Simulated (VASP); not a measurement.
Set up this calculation in VASP 6.6.1, as the native input.

| Item | Value |
| --- | --- |
| Task | single point |
| Functional | r2SCAN |
| Potentials or basis | VASP PAW PBE potentials, release 64 (Cu) |
| Cutoff | 520 eV |
| k mesh | 16 × 16 × 16 |
| Occupations | fermi-dirac, width 0.1 eV |
| Spin | no spin polarisation |
| Dipole correction | no |
| Further INCAR settings | ALGO = Normal; EDIFF = 1e-06; NBANDS = 12 |

Cu:

```
Cu
1.0
     0.00000    1.83902    1.83902
     1.83902    0.00000    1.83902
     1.83902    1.83902    0.00000
Cu
1
Direct
  0.00000 0.00000 0.00000
```

One way to write it, as run:

POSCAR

```
Cu
1.0
    0.0000000000      1.8390189443      1.8390189443
    1.8390189443      0.0000000000      1.8390189443
    1.8390189443      1.8390189443      0.0000000000
Cu
1
Direct
    0.0000000000      0.0000000000      0.0000000000
```

INCAR.step1

```
  PREC = Accurate
  ENCUT = 520
  ISMEAR = -1
  SIGMA = 0.1
  LREAL = False
  LASPH = True
  NELM = 80
  NBANDS = 12
  GGA = PE
  ALGO = Normal
  EDIFF = 1E-4
  LWAVE = True
  LCHARG = False
```

INCAR.step2

```
  PREC = Accurate
  ENCUT = 520
  EDIFF = 1E-6
  ISMEAR = -1
  SIGMA = 0.1
  LREAL = False
  LASPH = True
  NELM = 80
  ALGO = Normal
  ISIF = 2
  LWAVE = False
  LCHARG = False
  METAGGA = R2SCAN
  LMIXTAU = True
  NBANDS = 12
  ISTART = 1
```

KPOINTS

```
regular mesh
0
Gamma
  16 16 16
```

Potentials or basis: VASP PAW PBE potentials, release 64 (Cu).

Launch:

```console
$ cat potpaw_PBE.64/Cu/POTCAR > POTCAR
$ cp INCAR.step1 INCAR
$ mpirun -np 1 vasp_std > vasp.out
$ cp INCAR.step2 INCAR
$ mpirun -np 1 vasp_std > vasp.out
```

It gave:

```
Pressure : -10.4 GPa
```

Caveat: the PAW data sets were made with another functional, which shifts forces and pressure a little.

Run time: 63 s on 1 thread of Intel Xeon 6975P-C (shared host), peak memory 0.14 GiB.
